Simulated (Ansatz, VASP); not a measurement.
**One calculation of Sc2Ta, two programs**

```
Sc Ta
1.0
     4.95578    0.00000    0.00000
    -2.47789    4.29183    0.00000
     0.00000    0.00000    2.95186
Sc Ta
2 1
Direct
  0.33333 0.66667 0.50000
  0.66667 0.33333 0.50000
  0.00000 0.00000 0.00000
```

Change from the starting cell: species swapped into the CrB2 type (P6/mmm, No. 191).

Alike in both runs: functional PBE; k mesh 12 × 12 × 16; occupations gaussian, width 0.1 eV; no spin polarisation.

Ansatz relaxed the structure, and its values are those at the end. VASP's run is a single point on that final structure, the one shown.

|  | VASP | Ansatz |
| --- | --- | --- |
| version | VASP 6.6.1 | Ansatz 0.2.0 |
| potentials or method | VASP PAW PBE potentials, release 64 (Sc_sv, Ta_pv), cutoff 520 eV | scalar-relativistic, plane waves, PAW |
| valence electrons in the cell | 33 | 35 |

|  | VASP | Ansatz | Ansatz less VASP |
| --- | --- | --- | --- |
| gap on the k mesh at the Fermi level (eV) | none | none | - |
| pressure (GPa) | 0.1 | 0.0 | -0.08 |

A gap of «none» marks a metal or a gap that the smearing closes. VASP's potentials hold 33 valence electrons a cell and Ansatz's 35, so a difference there can come from the potentials and not from the codes.

Spin-orbit coupling is off throughout.
